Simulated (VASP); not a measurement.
# Mg3Cd2Te3 (Pm-3m) in VASP: a series of runs

Mg3Cd2Te3 is run at these levels: PBE; tasks: single point.

All numbers are computed with VASP 6.6.1; they aren't measurements. Logs are shortened: lines on timing, memory, paths and dates and some standing lists are left out, and cuts for length are marked.

## Step 1: The cell of the first run

It takes space group Pm-3m (No. 221, cubic). Conventional cell: a = 6.032 Å, b = 6.032 Å, c = 6.032 Å, α = 90.00°, β = 90.00°, γ = 90.00°. Mg (site symmetry 4/mmm) has 2 Cd at 3.02 Å and 4 Te at 3.02 Å within 4.0 Å. Cd (site symmetry m-3m) has 6 Mg at 3.02 Å within 4.0 Å. Cd (site symmetry m-3m) has 6 Te at 3.02 Å within 4.0 Å. Within 4.0 Å of Te (site symmetry 4/mmm) lie 4 Mg at 3.02 Å and 2 Cd at 3.02 Å.

The cell was built from a structure type or drawn by symmetry, and may not be a known phase.

## Step 2: Single point, PBE

Contents of INCAR:

```
PREC = Accurate ; ENCUT = 520
EDIFF = 1E-7 ; ISMEAR = 0
SIGMA = 0.1 ; LREAL = False
LASPH = True ; NELM = 60
ALGO = Fast ; ISIF = 2
LWAVE = False ; LCHARG = False
GGA = PE ; NBANDS = 34
```

Contents of KPOINTS:

```
regular mesh
0
Gamma
  6 6 6
```

Contents of POSCAR:

```
Mg3Cd2Te3
1.0
    6.0320005325      0.0000000000      0.0000000000
    0.0000000000      6.0320005325      0.0000000000
    0.0000000000      0.0000000000      6.0320005325
Mg Cd Te
3 2 3
Direct
    0.5000000000      0.0000000000      0.0000000000
    0.0000000000      0.5000000000      0.0000000000
    0.0000000000      0.0000000000      0.5000000000
    0.0000000000      0.0000000000      0.0000000000
    0.5000000000      0.5000000000      0.5000000000
    0.0000000000      0.5000000000      0.5000000000
    0.5000000000      0.0000000000      0.5000000000
    0.5000000000      0.5000000000      0.0000000000
```

Potentials or basis: VASP PAW PBE potentials, release 64 (Mg, Cd, Te).

On the command line:

```sh
$ cat potpaw_PBE.64/Mg/POTCAR potpaw_PBE.64/Cd/POTCAR potpaw_PBE.64/Te/POTCAR > POTCAR
$ mpirun -np 1 vasp_std > vasp.out
```

OUTCAR:

```text
PREC = Accurate
   ENCUT = 520
   EDIFF = 1E-7
   ISMEAR = 0
   LREAL = False
   LASPH = True
   NELM = 60
   ISIF = 2
   GGA = PE

 ion  position               nearest neighbor table
   1  0.500  0.000  0.000-   4 3.02   7 3.02   8 3.02   7 3.02   8 3.02   4 3.02
   2  0.000  0.500  0.000-   4 3.02   6 3.02   8 3.02   6 3.02   4 3.02   8 3.02
   3  0.000  0.000  0.500-   4 3.02   6 3.02   7 3.02   4 3.02   6 3.02   7 3.02
   4  0.000  0.000  0.000-   1 3.02   2 3.02   3 3.02   3 3.02   2 3.02   1 3.02
   5  0.500  0.500  0.500-   6 3.02   7 3.02   8 3.02   8 3.02   7 3.02   6 3.02
   6  0.000  0.500  0.500-   2 3.02   3 3.02   5 3.02   2 3.02   3 3.02   5 3.02
   7  0.500  0.000  0.500-   1 3.02   3 3.02   5 3.02   1 3.02   5 3.02   3 3.02
   8  0.500  0.500  0.000-   1 3.02   2 3.02   5 3.02   5 3.02   1 3.02   2 3.02

  LATTYP: Found a simple cubic cell.
 ALAT       =     6.0320005325

  Lattice vectors:

 A1 = (   6.0320005325,   0.0000000000,   0.0000000000)
 A2 = (   0.0000000000,   6.0320005325,   0.0000000000)
 A3 = (   0.0000000000,   0.0000000000,   6.0320005325)

Analysis of symmetry for initial positions (statically):
=====================================================================
 Subroutine PRICEL returns:
 Original cell was already a primitive cell.

 Routine SETGRP: Setting up the symmetry group for a
 simple cubic supercell.

 Subroutine GETGRP returns: Found 48 space group operations
 (whereof 48 operations were pure point group operations)
 out of a pool of 48 trial point group operations.

The static configuration has the point symmetry O_h .

Analysis of symmetry for dynamics (positions and initial velocities):
=====================================================================
 Subroutine PRICEL returns:
 Original cell was already a primitive cell.

 Routine SETGRP: Setting up the symmetry group for a
 simple cubic supercell.

 Subroutine GETGRP returns: Found 48 space group operations
 (whereof 48 operations were pure point group operations)
 out of a pool of 48 trial point group operations.

The dynamic configuration has the point symmetry O_h .

 Subroutine INISYM returns: Found 48 space group operations
 (whereof 48 operations are pure point group operations),
 and found     1 'primitive' translations

----------------------------------------------------------------------------------------

                                     Primitive cell

  volume of cell :     219.4745

  direct lattice vectors                    reciprocal lattice vectors
     6.032000532  0.000000000  0.000000000     0.165782479  0.000000000  0.000000000
     0.000000000  6.032000532  0.000000000     0.000000000  0.165782479  0.000000000
     0.000000000  0.000000000  6.032000532     0.000000000  0.000000000  0.165782479

  length of vectors
     6.032000532  6.032000532  6.032000532     0.165782479  0.165782479  0.165782479

  position of ions in fractional coordinates (direct lattice)
     0.500000000  0.000000000  0.000000000
     0.000000000  0.500000000  0.000000000
     0.000000000  0.000000000  0.500000000
     0.000000000  0.000000000  0.000000000
     0.500000000  0.500000000  0.500000000
     0.000000000  0.500000000  0.500000000
     0.500000000  0.000000000  0.500000000
     0.500000000  0.500000000  0.000000000

  ion indices of the primitive-cell ions
   primitive index   ion index
                 1           1
                 2           2
                 3           3
                 4           4
                 5           5
                 6           6
                 7           7
                 8           8

----------------------------------------------------------------------------------------

 KPOINTS: regular mesh

Automatic generation of k-mesh.
 Grid dimensions read from file:
 generate k-points for:    6    6    6

 Generating k-lattice:

  Cartesian coordinates                     Fractional coordinates (reciprocal lattice)
     0.027630413  0.000000000  0.000000000     0.166666667  0.000000000  0.000000000
     0.000000000  0.027630413  0.000000000     0.000000000  0.166666667  0.000000000
     0.000000000  0.000000000  0.027630413     0.000000000  0.000000000  0.166666667

  Length of vectors
     0.027630413  0.027630413  0.027630413

  Shift w.r.t. Gamma in fractional coordinates (k-lattice)
     0.000000000  0.000000000  0.000000000

 Subroutine IBZKPT returns following result:
 ===========================================

 Found     20 irreducible k-points:

 Following reciprocal coordinates:
            Coordinates               Weight
  0.000000  0.000000  0.000000      1.000000
  0.166667  0.000000  0.000000      6.000000
  0.333333  0.000000  0.000000      6.000000
  0.500000  0.000000  0.000000      3.000000
  0.166667  0.166667  0.000000     12.000000
  0.333333  0.166667  0.000000     24.000000
[... 12 lines left out ...]
  0.500000  0.500000  0.333333      6.000000
  0.500000  0.500000  0.500000      1.000000
   k-points           NKPTS =     20   k-points in BZ     NKDIM =     20   number of bands    NBANDS=     34
   number of dos      NEDOS =    301   number of ions     NIONS =      8
   total plane-waves  NPLWV = 110592
   dimension x,y,z NGX =    48 NGY =   48 NGZ =   48
   dimension x,y,z NGXF=    96 NGYF=   96 NGZF=   96
   ions per type =               3   2   3
   NGX,Y,Z   is equivalent  to a cutoff of  13.23, 13.23, 13.23 a.u.
   NGXF,Y,Z  is equivalent  to a cutoff of  26.46, 26.46, 26.46 a.u.
 SYSTEM =  unknown system
   PREC   = accura    normal or accurate (medium, high low for compatibility)
   ISTART =      0    job   : 0-new  1-cont  2-samecut
   ICHARG =      2    charge: 1-file 2-atom 10-const
   ISPIN  =      1    spin polarized calculation?
   LNONCOLLINEAR =      F non collinear calculations
   LSORBIT =      F    spin-orbit coupling
   LASPH  =      T    aspherical Exc in radial PAW
   ENCUT  =  520.0 eV  38.22 Ry    6.18 a.u.  11.22 11.22 11.22*2*pi/ulx,y,z
   NELM   =     60;   NELMIN=  2; NELMDL= -5     # of ELM steps
   EDIFF  = 0.1E-06   stopping-criterion for ELM
   LREAL  =      F    real-space projection
   EDIFFG = 0.1E-05   stopping-criterion for IOM
   NSW    =      0    number of steps for IOM
   IBRION =     -1    ionic relax: 0-MD 1-quasi-New 2-CG
   NFREE  =      0    steps in history (QN), initial steepest desc. (CG)
   ISIF   =      2    stress and relaxation
   ISYM   =      2    0-nonsym 1-usesym 2-fastsym
   POTIM  = 0.5000    time-step for ionic-motion
   TEBEG  =    0.0;   TEEND  =   0.0 temperature during run
   PSTRESS=    0.0 pullay stress
   NELECT =      48.0000    total number of electrons
   NUPDOWN=      -1.0000    fix difference up-down
   EMIN   =  10.00;   EMAX   =-10.00  energy-range for DOS
   EFERMI =   0.00;   METHOD = LEGACY
   ISMEAR =     0;   SIGMA  =   0.10  broadening in eV -4-tet -1-fermi 0-gaus
   EFERMI_NEDOS =   21; number of points for ismear=-14 and -15
   IALGO  =     68    algorithm
   IMIX   =      4    mixing-type and parameters
     AMIX     =   0.40;   BMIX     =  1.00
     AMIX_MAG =   1.60;   BMIX_MAG =  1.00
  volume/ion in A,a.u.               =      27.43       185.14
  Fermi-wavevector in a.u.,A,eV,Ry     =   0.986341  1.863915 13.236688  0.972869
  Thomas-Fermi vector in A             =   2.117715
   LORBIT       =      0    0 simple, 1 ext, 2 COOP (PROOUT), +10 PAW based schemes
   GGA     = PE    functional components
   LHFCALC =     F    Hartree Fock is set to
   AEXX    =    0.0000 exact exchange contribution
   IVDW    =     0    specifies the selected vdW correction
   LEPSILON=     F    determine dielectric tensor
   LRPA    =     F    only Hartree local field effects (RPA)
 non-spin polarized calculation
 RMM-DIIS sequential band-by-band and
 Gauss-broadening in eV      SIGMA  =   0.10
  energy-cutoff  :      520.00
  volume of cell :      219.47
 maximum number of plane-waves:      5932
 NGX is ok and might be reduce to    48
   NGX = 23   NGY = 23   NGZ = 23

 number of electron      48.0000010 magnetization

 Free energy of the ion-electron system (eV)
  ---------------------------------------------------
  ext. energy  EPLUGINS =         0.00000000
  ---------------------------------------------------
  free energy    TOTEN  =       -18.19651802 eV

  energy without entropy =      -18.17666536  energy(sigma->0) =      -18.18659169

 E-fermi :   4.3781     XC(G=0):  -9.1473

 val. band max:        4.3709718145   @ k =   0.5000   0.1667   0.1667
 cond. band min:       4.3916971495   @ k =   0.1667   0.1667   0.0000
 fundamental gap:      0.0207253350
 Fermi energy:         4.3781406319

 k-point     1 :       0.0000    0.0000    0.0000
  band No.  band energies     occupation
      1      -7.8362      2.00000
      2      -6.9520      2.00000
      3      -6.9520      2.00000
      4      -4.7995      2.00000
      5      -4.7995      2.00000
      6      -4.6791      2.00000
[... 26 lines left out ...]
     33       7.5012      0.00000
     34      10.0096      0.00000

 k-point     2 :       0.1667    0.0000    0.0000
  band No.  band energies     occupation
      1      -7.7774      2.00000
      2      -6.9757      2.00000
      3      -6.9441      2.00000
      4      -4.8024      2.00000
      5      -4.7961      2.00000
      6      -4.6805      2.00000
[... 26 lines left out ...]
     33       8.2784      0.00000
     34       9.5006      0.00000

 k-point     3 :       0.3333    0.0000    0.0000
  band No.  band energies     occupation
      1      -7.6318      2.00000
      2      -7.0504      2.00000
      3      -6.9282      2.00000
      4      -4.8084      2.00000
      5      -4.7884      2.00000
      6      -4.6833      2.00000
[... 26 lines left out ...]
     33       8.8168      0.00000
     34       8.8168      0.00000

 k-point     4 :       0.5000    0.0000    0.0000
  band No.  band energies     occupation
      1      -7.5299      2.00000
      2      -7.1169      2.00000
      3      -6.9202      2.00000
      4      -4.8115      2.00000
      5      -4.7832      2.00000
      6      -4.6846      2.00000
[... 26 lines left out ...]
     33       8.4946      0.00000
     34       8.9193      0.00000

 k-point     5 :       0.1667    0.1667    0.0000
  band No.  band energies     occupation
      1      -7.7193      2.00000
      2      -6.9791      2.00000
      3      -6.9532      2.00000
      4      -4.8018      2.00000
      5      -4.7958      2.00000
      6      -4.6811      2.00000
[... 473 lines left out ...]
 k-point    18 :       0.5000    0.3333    0.3333
  band No.  band energies     occupation
      1      -7.1676      2.00000
      2      -7.0420      2.00000
      3      -6.9959      2.00000
      4      -4.7913      2.00000
      5      -4.7857      2.00000
      6      -4.6885      2.00000
[... 26 lines left out ...]
     33       7.9500      0.00000
     34       8.5110      0.00000

 k-point    19 :       0.5000    0.5000    0.3333
  band No.  band energies     occupation
      1      -7.0744      2.00000
      2      -7.0309      2.00000
      3      -7.0309      2.00000
      4      -4.7888      2.00000
      5      -4.7835      2.00000
      6      -4.7029      2.00000
[... 26 lines left out ...]
     33       7.8618      0.00000
     34       8.3373      0.00000

 k-point    20 :       0.5000    0.5000    0.5000
  band No.  band energies     occupation
      1      -7.0209      2.00000
      2      -7.0209      2.00000
      3      -7.0209      2.00000
      4      -4.7833      2.00000
      5      -4.7833      2.00000
      6      -4.7029      2.00000
[... 26 lines left out ...]
     33       7.9294      0.00000
     34       7.9342      0.00000

------------------------ aborting loop because EDIFF is reached ----------------------------------------

  FORCE on cell =-STRESS in cart. coord.  units (eV):
  Direction    XX          YY          ZZ          XY          YZ          ZX
  --------------------------------------------------------------------------------------
  -------------------------------------------------------------------------------------
  Total        0.0022508      0.0022508      0.0022508      0.0000000      0.0000000     -0.0000000
  in kB        0.0164311      0.0164311      0.0164311      0.0000000      0.0000000     -0.0000000
  external PRESSURE =       0.0164311 kB  Pullay stress =       0.0000000 kB

 VOLUME and BASIS-vectors are now :
 -----------------------------------------------------------------------------
  energy-cutoff  :      520.00
  volume of cell :      219.47
      direct lattice vectors                 reciprocal lattice vectors
     6.032000532  0.000000000  0.000000000     0.165782479  0.000000000  0.000000000
     0.000000000  6.032000532  0.000000000     0.000000000  0.165782479  0.000000000
     0.000000000  0.000000000  6.032000532     0.000000000  0.000000000  0.165782479

 POSITION                                       TOTAL-FORCE (eV/Angst)
 -----------------------------------------------------------------------------------
      3.01600      0.00000      0.00000         0.000000      0.000000      0.000000
      0.00000      3.01600      0.00000         0.000000      0.000000      0.000000
      0.00000      0.00000      3.01600         0.000000      0.000000      0.000000
      0.00000      0.00000      0.00000         0.000000      0.000000      0.000000
      3.01600      3.01600      3.01600         0.000000      0.000000      0.000000
      0.00000      3.01600      3.01600         0.000000      0.000000      0.000000
      3.01600      0.00000      3.01600         0.000000      0.000000      0.000000
      3.01600      3.01600      0.00000         0.000000      0.000000      0.000000
 -----------------------------------------------------------------------------------
    total drift:                                0.000000     -0.000000     -0.000000

  FREE ENERGIE OF THE ION-ELECTRON SYSTEM (eV)
  ---------------------------------------------------
  free  energy   TOTEN  =       -18.1965180249 eV

  energy  without entropy=      -18.1766653605  energy(sigma->0) =      -18.18659169
```

It took 74 s on 1 thread of Intel Xeon 6975P-C (Granite Rapids), shared host; peak memory 0.41 GiB.

Results:

- Free energy: -18.1965 eV
- Pressure: 0.0 GPa
- Band gap on the k mesh: zero (bands 24 and 25 overlap by 1.95 eV)

Caveat: spin-orbit coupling is left out, which moves the levels of the heavy elements.

## Step 3: Single point, PBE

This run uses another cell than the first one, of 28.10 Å³/atom.

Contents of INCAR:

```
PREC     = Accurate       # precision mode
ENCUT    = 520            # plane-wave cutoff, eV
EDIFF    = 1E-6           # SCF threshold, eV
ISMEAR   = 0              # smearing method
SIGMA    = 0.2            # smearing width, eV
LREAL    = False          # projectors in reciprocal space
LASPH    = True           # aspherical terms in the spheres
NELM     = 80             # most SCF steps
ALGO     = Normal         # electronic algorithm
ISIF     = 2              # what is computed and relaxed
LWAVE    = False          # write WAVECAR
LCHARG   = False          # write CHGCAR
GGA      = PE             # functional
NBANDS   = 34             # bands
```

Contents of KPOINTS:

```
regular mesh
0
Gamma
  3 3 3
```

Contents of POSCAR:

```
Mg3Cd2Te3
1.0
    6.0807153700      0.0000000000      0.0000000000
    0.0000000000      6.0807153700      0.0000000000
    0.0000000000      0.0000000000      6.0807153700
Mg Cd Te
3 2 3
Direct
    0.0000000000      0.5000000000      0.5000000000
    0.5000000000      0.0000000000      0.5000000000
    0.5000000000      0.5000000000      0.0000000000
    0.5000000000      0.5000000000      0.5000000000
    0.0000000000      0.0000000000      0.0000000000
    0.5000000000      0.0000000000      0.0000000000
    0.0000000000      0.5000000000      0.0000000000
    0.0000000000      0.0000000000      0.5000000000
```

Potentials or basis: VASP PAW PBE potentials, release 64 (Mg, Cd, Te).

On the command line:

```sh
$ cat potpaw_PBE.64/Mg/POTCAR potpaw_PBE.64/Cd/POTCAR potpaw_PBE.64/Te/POTCAR > POTCAR
$ mpirun -np 1 vasp_std > vasp.out
```

It took 58 s on 1 thread of Intel Xeon 8259CL, shared host; peak memory 0.33 GiB.

The run converged. Its results:

```yaml
Free_energy: -18.2061 eV
Pressure: -0.7 GPa
Band_gap_on_the_k_mesh: zero (bands 24 and 25 overlap by 0.16 eV)
```

Levels at points of the mesh, in eV from the Fermi level:
| k point | band 21 | band 22 | band 23 | band 24 | band 25 | band 26 | band 27 | band 28 |
| --- | --- | --- | --- | --- | --- | --- | --- | --- |
| (0.00, 0.00, 0.00) | -1.83 | -1.83 | -1.83 | -1.39 | -0.13 | -0.13 | 1.47 | 1.47 |

Caveat: semilocal functionals underestimate gaps, so a narrow gap can read as zero; spin-orbit coupling is left out, which moves the levels of the heavy elements.

## Step 4: Single point, PBE

This run uses another cell than the first one, of 27.97 Å³/atom.

Contents of INCAR:

```
SYSTEM = Mg3Cd2Te3
PREC     = Accurate       ! precision mode
ENCUT    = 520            ! plane-wave cutoff, eV
EDIFF    = 1E-6           ! SCF threshold, eV
ISMEAR   = 0              ! smearing method
SIGMA    = 0.2            ! smearing width, eV
LREAL    = .False.        ! projectors in reciprocal space
LASPH    = .True.         ! aspherical terms in the spheres
NELM     = 80             ! most SCF steps
ALGO     = Normal         ! electronic algorithm
ISIF     = 2              ! what is computed and relaxed
LWAVE    = .False.        ! write WAVECAR
LCHARG   = .False.        ! write CHGCAR
GGA      = PE             ! functional
NBANDS   = 34             ! bands
```

Contents of KPOINTS:

```
regular mesh
0
Gamma
  3 3 3
  0 0 0
```

Contents of POSCAR:

```
Mg3Cd2Te3
1.0
    6.0710723763      0.0000000000      0.0000000000
    0.0000000000      6.0710723763      0.0000000000
    0.0000000000      0.0000000000      6.0710723763
Mg Cd Te
3 2 3
Direct
    0.5000000000      0.0000000000      0.0000000000
    0.0000000000      0.5000000000      0.0000000000
    0.0000000000      0.0000000000      0.5000000000
    0.0000000000      0.0000000000      0.0000000000
    0.5000000000      0.5000000000      0.5000000000
    0.0000000000      0.5000000000      0.5000000000
    0.5000000000      0.0000000000      0.5000000000
    0.5000000000      0.5000000000      0.0000000000
```

On the command line:

```sh
$ cat potpaw_PBE.64/Mg/POTCAR potpaw_PBE.64/Cd/POTCAR potpaw_PBE.64/Te/POTCAR > POTCAR
$ mpirun -np 1 vasp_std > vasp.out
```

It took 58 s on 1 thread of Intel Xeon 8259CL, shared host; peak memory 0.33 GiB.

The run converged. Its results:

```
Free energy            : -18.2101 eV
Pressure               : -0.5 GPa
Band gap on the k mesh : zero (bands 24 and 25 overlap by 0.15 eV)
```

Levels at points of the mesh, in eV from the Fermi level:
| k point | band 22 | band 23 | band 24 | band 25 | band 26 | band 27 |
| --- | --- | --- | --- | --- | --- | --- |
| (0.00, 0.00, 0.00) | -1.83 | -1.83 | -1.38 | -0.12 | -0.12 | 1.48 |

Caveat: semilocal functionals underestimate gaps, so a narrow gap can read as zero; spin-orbit coupling is left out, which moves the levels of the heavy elements.

## Step 5: Overview

```tsv
cell	k mesh	smearing	gap on the mesh (eV)	pressure (GPa)
a = 6.032 Å, 8 atoms	6 × 6 × 6	gaussian 0.1 eV	none	0.0
a = 6.081 Å, 8 atoms	3 × 3 × 3	gaussian 0.2 eV	none	-0.7
a = 6.071 Å, 8 atoms	3 × 3 × 3	gaussian 0.2 eV	none	-0.5
```

Alike in all rows: task single point; level PBE; potentials or basis VASP PAW PBE potentials, release 64 (Mg, Cd, Te); no spin polarisation; cutoff (eV) 520.

Caveats: spin-orbit coupling is left out, which moves the levels of the heavy elements; semilocal functionals underestimate gaps, so a narrow gap can read as zero (at least some runs).

Absolute energies hang on the potentials; compare differences alone.
